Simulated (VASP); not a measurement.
# Ga2GeSe3 (I4mm) in VASP: a series of runs, part 2 of 2

VASP 6.6.1.

## Step 4: Relaxation of cell and atoms, PBE

This run uses another cell than the first one, of 26.58 Å³/atom.

INCAR reads:

```
ALGO = Normal
EDIFF = 1E-6
EDIFFG = -0.04
ENCUT = 600
GGA = PE
IBRION = 2
ISIF = 3
ISMEAR = 0
LASPH = T
LCHARG = F
LREAL = F
LWAVE = F
NELM = 100
NSW = 90
PREC = Accurate
SIGMA = 0.1
```

KPOINTS reads:

```
k-points
0
Gamma
  4 4 4
```

POSCAR reads:

```
Ga2GeSe3
1.0
   -2.9770453700      2.9770453700      4.4986353900
    2.9770453700     -2.9770453700      4.4986353900
    2.9770453700      2.9770453700     -4.4986353900
Ga Ge Se
2 1 3
Direct
    0.9794770500      0.4794770500      0.5000000000
    0.4794770500      0.9794770500      0.5000000000
    0.5038030700      0.5038030700      0.0000000000
    0.2854671900      0.2854671900      0.0000000000
    0.2147808800      0.7147808800      0.5000000000
    0.7147808800      0.2147808800      0.5000000000
```

Potentials or basis: VASP PAW PBE potentials, release 64 (Ga_d, Ge_d, Se).

The run is started by

```sh
$ cat potpaw_PBE.64/Ga_d/POTCAR potpaw_PBE.64/Ge_d/POTCAR potpaw_PBE.64/Se/POTCAR > POTCAR
$ mpirun -np 1 vasp_std > vasp.out
```

OUTCAR:

```text
EDIFF = 1E-6
   EDIFFG = -0.04
   ENCUT = 600
   GGA = PE
   IBRION = 2
   ISIF = 3
   ISMEAR = 0
   LASPH = T
   LREAL = F
   NELM = 100
   NSW = 90
   PREC = Accurate

 ion  position               nearest neighbor table
   1  0.979  0.479  0.500-   5 2.12   6 2.38
   2  0.479  0.979  0.500-   6 2.12   5 2.38
   3  0.504  0.504  0.000-   4 1.96
   4  0.285  0.285  0.000-   3 1.96
   5  0.215  0.715  0.500-   1 2.12   2 2.38
   6  0.715  0.215  0.500-   2 2.12   1 2.38

  LATTYP: Found a body centered tetragonal cell.
 ALAT       =     5.9540907400
 C/A-ratio  =     1.5111074340

  Lattice vectors:

 A1 = (  -2.9770453700,   2.9770453700,   4.4986353900)
 A2 = (   2.9770453700,  -2.9770453700,   4.4986353900)
 A3 = (   2.9770453700,   2.9770453700,  -4.4986353900)

Analysis of symmetry for initial positions (statically):
=====================================================================
 Subroutine PRICEL returns:
 Original cell was already a primitive cell.

 Routine SETGRP: Setting up the symmetry group for a
 body centered tetragonal supercell.

 Subroutine GETGRP returns: Found  8 space group operations
 (whereof  8 operations were pure point group operations)
 out of a pool of 16 trial point group operations.

The static configuration has the point symmetry C_4v.

Analysis of symmetry for dynamics (positions and initial velocities):
=====================================================================
 Subroutine PRICEL returns:
 Original cell was already a primitive cell.

 Routine SETGRP: Setting up the symmetry group for a
 body centered tetragonal supercell.

 Subroutine GETGRP returns: Found  8 space group operations
 (whereof  8 operations were pure point group operations)
 out of a pool of 16 trial point group operations.

The dynamic configuration has the point symmetry C_4v.

 Subroutine INISYM returns: Found  8 space group operations
 (whereof  8 operations are pure point group operations),
 and found     1 'primitive' translations

----------------------------------------------------------------------------------------

                                     Primitive cell

  volume of cell :     159.4820

  direct lattice vectors                    reciprocal lattice vectors
    -2.977045370  2.977045370  4.498635390     0.000000000  0.167951757  0.111144815
     2.977045370 -2.977045370  4.498635390     0.167951757  0.000000000  0.111144815
     2.977045370  2.977045370 -4.498635390     0.167951757  0.167951757  0.000000000

  length of vectors
     6.161438034  6.161438034  6.161438034     0.201397524  0.201397524  0.237519652

  position of ions in fractional coordinates (direct lattice)
     0.979477050  0.479477050  0.500000000
     0.479477050  0.979477050  0.500000000
     0.503803070  0.503803070  0.000000000
     0.285467190  0.285467190  0.000000000
     0.214780880  0.714780880  0.500000000
     0.714780880  0.214780880  0.500000000

  ion indices of the primitive-cell ions
   primitive index   ion index
                 1           1
                 2           2
                 3           3
                 4           4
                 5           5
                 6           6

[... 33 lines left out ...]
 -0.250000  0.250000  0.000000      4.000000
  0.500000  0.500000  0.000000      2.000000
  0.250000  0.250000  0.250000      2.000000
 -0.250000  0.250000  0.250000      4.000000
  0.500000  0.500000  0.250000      4.000000
 -0.250000  0.500000  0.250000      8.000000
 -0.250000 -0.250000  0.250000      2.000000
  0.500000  0.500000  0.500000      1.000000
   k-points           NKPTS =     13   k-points in BZ     NKDIM =     13   number of bands    NBANDS=     34
   number of dos      NEDOS =    301   number of ions     NIONS =      6
   total plane-waves  NPLWV = 125000
   dimension x,y,z NGX =    50 NGY =   50 NGZ =   50
   dimension x,y,z NGXF=   100 NGYF=  100 NGZF=  100
   ions per type =               2   1   3
   NGX,Y,Z   is equivalent  to a cutoff of  13.49, 13.49, 13.49 a.u.
   NGXF,Y,Z  is equivalent  to a cutoff of  26.98, 26.98, 26.98 a.u.
 SYSTEM =  unknown system
   PREC   = accura    normal or accurate (medium, high low for compatibility)
   ISTART =      0    job   : 0-new  1-cont  2-samecut
   ICHARG =      2    charge: 1-file 2-atom 10-const
   ISPIN  =      1    spin polarized calculation?
   LNONCOLLINEAR =      F non collinear calculations
   LSORBIT =      F    spin-orbit coupling
   LASPH  =      T    aspherical Exc in radial PAW
   ENCUT  =  600.0 eV  44.10 Ry    6.64 a.u.  12.31 12.31 12.31*2*pi/ulx,y,z
   NELM   =    100;   NELMIN=  2; NELMDL= -5     # of ELM steps
   EDIFF  = 0.1E-05   stopping-criterion for ELM
   LREAL  =      F    real-space projection
   EDIFFG = -.4E-01   stopping-criterion for IOM
   NSW    =     90    number of steps for IOM
   IBRION =      2    ionic relax: 0-MD 1-quasi-New 2-CG
   NFREE  =      1    steps in history (QN), initial steepest desc. (CG)
   ISIF   =      3    stress and relaxation
   ISYM   =      2    0-nonsym 1-usesym 2-fastsym
   POTIM  = 0.5000    time-step for ionic-motion
   TEBEG  =    0.0;   TEEND  =   0.0 temperature during run
   PSTRESS=    0.0 pullay stress
   NELECT =      58.0000    total number of electrons
   NUPDOWN=      -1.0000    fix difference up-down
   EMIN   =  10.00;   EMAX   =-10.00  energy-range for DOS
   EFERMI =   0.00;   METHOD = LEGACY
   ISMEAR =     0;   SIGMA  =   0.10  broadening in eV -4-tet -1-fermi 0-gaus
   EFERMI_NEDOS =   21; number of points for ismear=-14 and -15
   IALGO  =     38    algorithm
   IMIX   =      4    mixing-type and parameters
     AMIX     =   0.40;   BMIX     =  1.00
     AMIX_MAG =   1.60;   BMIX_MAG =  1.00
  volume/ion in A,a.u.               =      26.58       179.37
  Fermi-wavevector in a.u.,A,eV,Ry     =   1.168549  2.208237 18.578848  1.365507
  Thomas-Fermi vector in A             =   2.305034
   LORBIT       =      0    0 simple, 1 ext, 2 COOP (PROOUT), +10 PAW based schemes
   GGA     = PE    functional components
   LHFCALC =     F    Hartree Fock is set to
   AEXX    =    0.0000 exact exchange contribution
   IVDW    =     0    specifies the selected vdW correction
   LEPSILON=     F    determine dielectric tensor
   LRPA    =     F    only Hartree local field effects (RPA)
 conjugate gradient relaxation of ions
 non-spin polarized calculation
 Gauss-broadening in eV      SIGMA  =   0.10
  energy-cutoff  :      600.00
  volume of cell :      159.48
 maximum number of plane-waves:      5346
 NGX is ok and might be reduce to    50
   NGX = 25   NGY = 25   NGZ = 25

--------------------------------------- Ionic step        1  -------------------------------------------

 number of electron      57.9999987 magnetization

 Free energy of the ion-electron system (eV)
  ---------------------------------------------------
  ext. energy  EPLUGINS =         0.00000000
  ---------------------------------------------------
  free energy    TOTEN  =       -16.68420544 eV

  energy without entropy =      -16.67336063  energy(sigma->0) =      -16.67878304

------------------------ aborting loop because EDIFF is reached ----------------------------------------

  FORCE on cell =-STRESS in cart. coord.  units (eV):
  Direction    XX          YY          ZZ          XY          YZ          ZX
  --------------------------------------------------------------------------------------
  -------------------------------------------------------------------------------------
  Total        2.9928356      2.9928356     40.5025184      0.0000000      0.0000000      0.0000000
  in kB       30.0664226     30.0664226    406.8936542      0.0000000      0.0000000      0.0000000
  external PRESSURE =     155.6754998 kB  Pullay stress =       0.0000000 kB
[... 101 lines left out ...]
  FREE ENERGIE OF THE ION-ELECTRON SYSTEM (eV)
  ---------------------------------------------------
  free  energy   TOTEN  =       -18.3863892614 eV

  energy  without entropy=      -18.3721139914  energy(sigma->0) =      -18.37925163

[... ionic steps 4 to 23 ...]

--------------------------------------- Ionic step       24  -------------------------------------------

 number of electron      58.0000005 magnetization

------------------------ aborting loop because EDIFF is reached ----------------------------------------
[... 75 lines left out ...]
--------------------------------------- Ionic step       26  -------------------------------------------

 number of electron      58.0000003 magnetization

 Free energy of the ion-electron system (eV)
  ---------------------------------------------------
  ext. energy  EPLUGINS =         0.00000000
  ---------------------------------------------------
  free energy    TOTEN  =       -20.45776408 eV

  energy without entropy =      -20.45018232  energy(sigma->0) =      -20.45397320

 E-fermi :   3.4537     XC(G=0):  -9.1708

 val. band max:        3.1156688363   @ k =  -0.2500   0.2500   0.0000
 cond. band min:       3.5069038241   @ k =   0.5000   0.5000   0.0000
 fundamental gap:      0.3912349878
 Fermi energy:         3.4537354351

 k-point     1 :       0.0000    0.0000    0.0000
  band No.  band energies     occupation
      1     -21.4168      2.00000
      2     -21.3757      2.00000
      3     -21.3757      2.00000
      4     -21.3189      2.00000
      5     -21.3006      2.00000
      6     -12.0813      2.00000
[... 503 lines left out ...]
  FREE ENERGIE OF THE ION-ELECTRON SYSTEM (eV)
  ---------------------------------------------------
  free  energy   TOTEN  =       -20.4577640806 eV

  energy  without entropy=      -20.4501823245  energy(sigma->0) =      -20.45397320

 reached required accuracy - stopping structural energy minimisation
```

OSZICAR:

```text
N       E                     dE             d eps       ncg     rms          rms(c)
DAV:   1     0.557251996567E+03    0.55725E+03   -0.29807E+04   996   0.296E+03
[... 270 lines left out ...]
       N       E                     dE             d eps       ncg     rms          rms(c)
DAV:   1    -0.204585249547E+02   -0.13174E-02   -0.27839E-01  1018   0.321E+00    0.230E-01
DAV:   2    -0.204581771481E+02    0.34781E-03   -0.87290E-03  1152   0.843E-01    0.123E-01
DAV:   3    -0.204577629490E+02    0.41420E-03   -0.12653E-03  1434   0.290E-01    0.295E-02
DAV:   4    -0.204577632979E+02   -0.34884E-06   -0.21682E-04   956   0.108E-01    0.115E-02
DAV:   5    -0.204577638541E+02   -0.55626E-06   -0.13680E-05  1170   0.309E-02    0.490E-03
DAV:   6    -0.204577640806E+02   -0.22645E-06   -0.21023E-06   704   0.145E-02
  26 F= -.20457764E+02 E0= -.20453973E+02  d E =-.556516E-03
```

It took 31 min on 1 thread of Intel Xeon Platinum 8259CL at 2.50GHz (Skylake/Cascade Lake), shared host; peak memory 0.42 GiB.

Results:

```
Free energy                           : -20.4578 eV
Relaxed volume                        : 25.77 Å³/atom
Relaxed cell                          : a = 6.462 Å, b = 6.462 Å, c = 6.462 Å, α = 129.99°, β = 129.99°, γ = 73.43°
Space group after relaxing (to 0.1 Å) : I4mm (No. 107)
Energy gained by relaxing             : 628.9 meV/atom
Ionic steps                           : 26
Pressure after relaxing               : 0.1 GPa
Largest force after relaxing          : 0.033 eV/Å
Band gap on the k mesh                : zero (bands 29 and 30 overlap by 1.11 eV)
```

Forces on the atoms (eV/Å):
```
Ga   0.000  0.000  0.024
Ga   0.000  0.000  0.024
Ge   0.000  0.000  0.005
Se   0.000  0.000 -0.033
Se   0.000  0.000 -0.010
Se   0.000  0.000 -0.010
```

The path:
```tsv
step	energy change (eV)	largest force (eV/Å)	pressure (GPa)	volume (Å³)
1	0.0000	8.1885	15.57	159.48
2	-1.2230	0.3256	-6.82	221.72
3	-1.7022	0.6750	-6.64	211.64
4	-2.0690	0.9185	-6.18	203.58
5	-2.6457	1.0558	-2.33	181.19
6	-2.6477	1.0256	-1.97	180.15
7	-2.9987	0.7243	-2.00	172.76
8	-3.4231	0.9010	-1.03	161.09
9	-2.7626	0.4490	6.95	137.83
10	-3.4906	0.9036	0.05	155.94
11	-3.4912	0.8997	0.26	155.27
12	-3.5587	0.5358	0.41	154.48
13	-3.5797	0.2885	0.67	153.76
14	-3.6234	0.3984	-0.19	157.03
15	-3.6268	0.4360	-0.43	158.19
16	-3.6661	0.3270	-0.72	158.50
17	-3.7294	0.2572	-1.14	159.42
18	-3.7605	0.1378	0.83	152.02
19	-3.7633	0.1370	0.38	153.60
20	-3.7674	0.1599	0.06	154.26
21	-3.7682	0.1511	0.13	154.07
22	-3.7723	0.0606	-0.09	155.13
23	-3.7724	0.0459	-0.14	155.36
24	-3.7730	0.0464	0.04	154.75
25	-3.7730	0.0467	0.07	154.75
26	-3.7736	0.0328	0.10	154.61
```

Final structure:
```
Ga Ge Se
1.0
    -2.73163    2.73163    5.18004
     2.73163   -2.73163    5.18004
     2.73163    2.73163   -5.18004
Ga Ge Se
2 1 3
Cartesian
  0.0000 2.7316 5.0914
  2.7316 0.0000 5.0914
  0.0000 0.0000 4.9960
  0.0000 0.0000 2.4227
  2.7316 0.0000 2.4803
  0.0000 2.7316 2.4803
```

## Step 5: Single point, PBE

This run uses another cell than the first one, of 26.16 Å³/atom.

INCAR reads:

```
PREC     = Accurate       # precision mode
ENCUT    = 520            # plane-wave cutoff, eV
EDIFF    = 1E-7           # SCF threshold, eV
ISMEAR   = 0              # smearing method
SIGMA    = 0.1            # smearing width, eV
LREAL    = F              # projectors in reciprocal space
LASPH    = T              # aspherical terms in the spheres
NELM     = 80             # most SCF steps
ALGO     = Normal         # electronic algorithm
ISIF     = 2              # what is computed and relaxed
LWAVE    = F              # write WAVECAR
LCHARG   = T              # write CHGCAR
GGA      = PE             # functional
LELF     = T              # ELF
LVHAR    = T            
NBANDS   = 38             # bands
```

KPOINTS reads:

```
Automatic mesh
0
Gamma
  10 10 10
```

POSCAR reads:

```
Ga2GeSe3
1.0
   -2.7640961123      2.7640961123      5.1362679956
    2.7640961123     -2.7640961123      5.1362679956
    2.7640961123      2.7640961123     -5.1362679956
Ga Ge Se
2 1 3
Direct
    0.9915989072      0.4915989072      0.5000000000
    0.4915989072      0.9915989072      0.5000000000
    0.4810224906      0.4810224906      0.0000000000
    0.2318629162      0.2318629162      0.0000000000
    0.2408514493      0.7408514493      0.5000000000
    0.7408514493      0.2408514493      0.5000000000
```

The run is started by

```sh
$ cat potpaw_PBE.64/Ga_d/POTCAR potpaw_PBE.64/Ge_d/POTCAR potpaw_PBE.64/Se/POTCAR > POTCAR
$ mpirun -np 1 vasp_std > vasp.out
```

Wall time 13 min (1 thread of Intel Xeon Platinum 8259CL at 2.50GHz (Skylake/Cascade Lake), shared host); peak memory 0.71 GiB.

Results (log left out):

- Free energy: -20.2502 eV
- Pressure: 0.1 GPa
- Largest force: 0.008 eV/Å
- Band gap on the k mesh: zero (bands 29 and 30 overlap by 1.36 eV)

Forces on the atoms (eV/Å):
```
Ga   0.000  0.000 -0.001
Ga   0.000  0.000 -0.001
Ge   0.000  0.000  0.008
Se   0.000  0.000 -0.008
Se   0.000  0.000  0.001
Se   0.000  0.000  0.001
```

Stress tensor (GPa, compression positive):
```
0.03 0.00 0.00
0.00 0.03 0.00
0.00 0.00 0.13
```

Levels at points of the mesh, in eV from the Fermi level:
```
           k point  band 25  band 26  band 27  band 28  band 29  band 30  band 31  band 32  band 33  band 34
(0.00, 0.00, 0.00)    -2.54    -2.54    -1.25    -1.25    -0.86     1.99     3.11     3.26     3.26     3.49
(0.50, 0.00, 0.00)    -2.48    -1.80    -1.42    -1.07    -0.96    -0.64     1.60     2.23     2.63     3.47
(0.50, 0.50, 0.00)    -1.85    -1.82    -1.78    -1.33    -0.49     0.00     0.43     3.05     3.20     3.39
(0.50, 0.50, 0.50)    -2.74    -2.06    -2.06    -0.69    -0.69     1.15     1.55     2.55     2.55     3.54
```

## Step 6: Summary

```tsv
task	cell	k mesh	cutoff (eV)	gap on the mesh (eV)	pressure (GPa)	largest force (eV/Å)
single point	a = 6.455 Å, angles 129.9, 129.9, 73.6°, 6 atoms, atomic positions A	4 × 4 × 4	520	none	0.2	0.01
single point	a = 6.161 Å, angles 122.2, 122.2, 86.2°, 6 atoms, atomic positions B	4 × 4 × 4	520	none	15.6	8.19
relaxation of cell and atoms	relaxed from a = 6.161 Å, angles 122.2, 122.2, 86.2°, 6 atoms, atomic positions B	4 × 4 × 4	600	none	0.1	0.03
single point	a = 6.455 Å, angles 129.3, 129.3, 74.5°, 6 atoms, atomic positions C	10 × 10 × 10	520	none	0.1	0.01
```

Alike in all rows: level PBE; potentials or basis VASP PAW PBE potentials, release 64 (Ga_d, Ge_d, Se); no spin polarisation; smearing gaussian 0.1 eV.

Caveats: the cell stands under pressure (at least some runs); forces of over 1 eV/Å act on the atoms, so gaps and moduli don't describe the material at rest (at least some runs).

Total energies depend on the potentials used, so only differences within one code and one set of settings carry meaning.
